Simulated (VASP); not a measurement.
Here is a VASP 6.6.1 calculation.

The input INCAR:

```
PREC = Accurate
ENCUT = 500
EDIFF = 1E-6
ISMEAR = 1
SIGMA = 0.1
LREAL = False
LASPH = True
NELM = 200
ALGO = Normal
ISIF = 2
LWAVE = False
LCHARG = False
MAGMOM = 0 0 0 0 0 0 0 0 0
LORBIT = 11
LSORBIT = True
GGA_COMPAT = False
LORBMOM = True
LMAXMIX = 4
GGA = PE
NBANDS = 37
```

File KPOINTS:

```
regular mesh
0
Gamma
  12 12 6
```

The input POSCAR:

```
TiSe2
1.0
    3.5431360632      0.0000000000      0.0000000000
   -1.7715680316      3.0684458398      0.0000000000
    0.0000000000      0.0000000000      6.6702112453
Ti Se
1 2
Direct
    0.0000000000      0.0000000000      0.0000000000
    0.3333333333      0.6666666667      0.2318608152
    0.6666666667      0.3333333333      0.7681391848
```

Potentials or basis: VASP PAW PBE potentials, release 64 (Ti_sv, Se).

Command:

```bash
$ cat potpaw_PBE.64/Ti_sv/POTCAR potpaw_PBE.64/Se/POTCAR > POTCAR
$ mpirun -np 1 vasp_ncl > vasp.out
```

Question: What does it give for the largest force?

Answer: 0.019 eV/Å.

Question: What does it give for the pressure?

Answer: 0.1 GPa.

Question: What does it give for the net moment?

Answer: 0.00 μB per cell.

Moments on the atoms (μB; x, y, z):
```
Ti  0.00 0.00 0.00
Se  0.00 0.00 0.00
Se  0.00 0.00 0.00
```

Caveat: this functional lacks dispersion, which binds layers or chains, so the pressure and a relaxed spacing across them are unreliable.
